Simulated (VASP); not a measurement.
A run of VASP 6.6.1:

Contents of INCAR:

```
PREC     = Accurate       # precision mode
ENCUT    = 520            # plane-wave cutoff, eV
EDIFF    = 1E-7           # SCF threshold, eV
ISMEAR   = 1              # smearing method
SIGMA    = 0.001          # smearing width, eV
LREAL    = F              # projectors in reciprocal space
LASPH    = T              # aspherical terms in the spheres
NELM     = 60             # most SCF steps
ALGO     = Normal         # electronic algorithm
ISIF     = 2              # what is computed and relaxed
LWAVE    = F              # write WAVECAR
LCHARG   = F              # write CHGCAR
GGA      = PE             # functional
NBANDS   = 15             # bands
```

File KPOINTS:

```
regular mesh
0
Gamma
  10 10 10
```

POSCAR

```
BaS
1.0
    0.0000000000      3.2142043034      3.2142043034
    3.2142043034      0.0000000000      3.2142043034
    3.2142043034      3.2142043034      0.0000000000
Ba S
1 1
Direct
    0.5000000000      0.5000000000      0.5000000000
    0.0000000000      0.0000000000      0.0000000000
```

Potentials or basis: VASP PAW PBE potentials, release 64 (Ba_sv, S).

Run with:

```console
$ cat potpaw_PBE.64/Ba_sv/POTCAR potpaw_PBE.64/S/POTCAR > POTCAR
$ mpirun -np 1 vasp_std > vasp.out
```

Hardware: 1 thread of AMD EPYC 7R43 64-Core Processor (Zen 3), with other jobs on the host.

Q: How long does it take, and how much memory?

A: Wall time 53 s on 1 thread of AMD EPYC 7R43 64-Core Processor (Zen 3) (shared host), peak memory 0.19 GiB. Counts: scf iterations 13, k points 47.
